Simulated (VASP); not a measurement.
## Ca2B: single point with PBE

System: Ca2B, a sheet with vacuum.

```
Ca B
1.0
     5.04666    0.00000    0.00000
    -2.52333    4.37053    0.00000
     0.00000    0.00000   24.00579
Ca B
2 1
Direct
  0.66667 0.33333 0.33829
  0.33333 0.66667 0.28656
  0.00000 0.00000 0.31242
```

The cell was built from a structure type or drawn by symmetry, and may not be a known phase.

| Property | Result |
| --- | --- |
| Program | VASP 6.6.1 |
| Task | single point |
| Functional | PBE |
| Potentials or basis | VASP PAW PBE potentials, release 64 (Ca_sv, B) |
| Cutoff | 520 eV |
| k mesh | 6 × 6 × 1 |
| Occupations | gaussian, width 0.1 eV |
| Spin | no spin polarisation |
| Dipole correction | yes |
| Further INCAR settings | ALGO = Normal; EDIFF = 1e-06; NBANDS = 18 |

```json
{
  "Largest force": "0.872 eV/Å",
  "Band gap on the k mesh": "zero (an odd number of electrons rules out a gap without spin polarisation)"
}
```

Forces in eV/Å, atoms in the order of the input:
```
Ca   0.000  0.000  0.872
Ca   0.000  0.000 -0.872
B    0.000  0.000  0.000
```

Levels at points of the mesh, in eV from the Fermi level:
| k point | band 8 | band 9 | band 10 | band 11 | band 12 | band 13 | band 14 | band 15 | band 16 | band 17 |
| --- | --- | --- | --- | --- | --- | --- | --- | --- | --- | --- |
| (0.00, 0.00, 0.00) | -22.49 | -5.45 | -0.72 | -0.47 | -0.47 | 0.59 | 1.75 | 1.75 | 1.92 | 2.73 |
| (0.50, 0.00, 0.00) | -22.46 | -4.85 | -1.62 | 0.04 | 0.12 | 0.92 | 1.62 | 2.03 | 2.14 | 2.36 |

Wall time 110 s on 1 thread of AMD EPYC 9R45 96-Core Processor (Zen 5), with other jobs on the host, peak memory 0.6 GiB.
